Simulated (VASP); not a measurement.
A run of VASP 6.6.1 is set up as follows.

Contents of INCAR:

```
SYSTEM = Ba3Mo
ALGO     = Normal         ! electronic algorithm
EDIFF    = 1E-6           ! SCF threshold, eV
EDIFFG   = -0.01          ! ionic threshold
ENCUT    = 600            ! plane-wave cutoff, eV
GGA      = PE             ! functional
IBRION   = 2              ! ionic algorithm
ISIF     = 3              ! what is computed and relaxed
ISMEAR   = 0              ! smearing method
LASPH    = .TRUE.         ! aspherical terms in the spheres
LCHARG   = .FALSE.        ! write CHGCAR
LREAL    = .FALSE.        ! projectors in reciprocal space
LWAVE    = .FALSE.        ! write WAVECAR
NELM     = 100            ! most SCF steps
NSW      = 100            ! ionic steps
PREC     = Accurate       ! precision mode
SIGMA    = 0.1            ! smearing width, eV
```

KPOINTS

```
k-points
0
G
  9 9 14
  0 0 0
```

POSCAR

```
Ba3Mo
1.0
    7.0568993023      0.0000000000      0.0000000000
   -3.5284496512      6.1114540678      0.0000000000
    0.0000000000      0.0000000000      3.3048874297
Ba Mo
3 1
Direct
    0.5000000000      0.0000000000      0.0000000000
    0.0000000000      0.5000000000      0.0000000000
    0.5000000000      0.5000000000      0.0000000000
    0.0000000000      0.0000000000      0.0000000000
```

Potentials or basis: VASP PAW PBE potentials, release 64 (Ba_sv, Mo_sv).

Run with:

```sh
$ cat potpaw_PBE.64/Ba_sv/POTCAR potpaw_PBE.64/Mo_sv/POTCAR > POTCAR
$ mpirun -np 1 vasp_std > vasp.out
```

(1) Predict the space group after relaxing (to 0.05 Å).

(2) Estimate the relaxed volume.

Results:

(1) P6/mmm (No. 191).

(2) 37.45 Å³/atom.
